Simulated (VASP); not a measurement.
## SnO: single point with PBE

Crystal: SnO.

```
Sn O
1.0
     3.30111    0.00000    0.00000
     0.00000    3.30111    0.00000
     0.00000    0.00000    3.30111
Sn O
1 1
Direct
  0.00000 0.00000 0.00000
  0.50000 0.50000 0.50000
```

This cell differs from its parent crystal: Te replaced by O, lengths x 0.844, strained.

* Program: VASP 6.6.1
* Task: single point
* Functional: PBE
* Potentials or basis: VASP PAW PBE potentials, release 64 (Sn_d, O)
* Cutoff: 520 eV
* k mesh: 6 × 6 × 6
* Occupations: gaussian, width 0.1 eV
* Spin: no spin polarisation
* Dipole correction: no
* Further INCAR settings: ALGO = Normal; EDIFF = 1e-06; NBANDS = 17

```json
{
  "Pressure": "-11.0 GPa",
  "Band gap on the k mesh": "0.60 eV, indirect (least direct gap 1.03 eV)"
}
```

Levels at points of the mesh, in eV from the valence-band top:
```csv
k point,band 6,band 7,band 8,band 9,band 10,band 11,band 12,band 13,band 14,band 15
"(0.00, 0.00, 0.00)",-16.42,-6.95,-1.38,-1.38,-1.38,7.22,7.22,7.22,8.25,8.25
"(0.50, 0.00, 0.00)",-15.99,-7.47,-0.79,-0.79,-0.52,0.60,6.69,6.69,10.79,11.57
"(0.50, 0.50, 0.00)",-15.67,-4.47,-3.85,-3.85,-0.65,3.45,3.45,8.49,8.65,14.37
"(0.50, 0.50, 0.50)",-15.57,-2.03,-2.03,-2.03,-1.98,0.68,0.68,0.68,11.67,11.67
```

It took 6.1 s on 1 thread of Intel(R) Xeon(R) 6975P-C (Granite Rapids) (shared host), peak memory 0.15 GiB.

Caveat: the cell differs from its parent crystal (Te replaced by O, lengths x 0.844, strained); spin-orbit coupling is left out, which moves the levels of the heavy elements. A k mesh can miss the band edges.
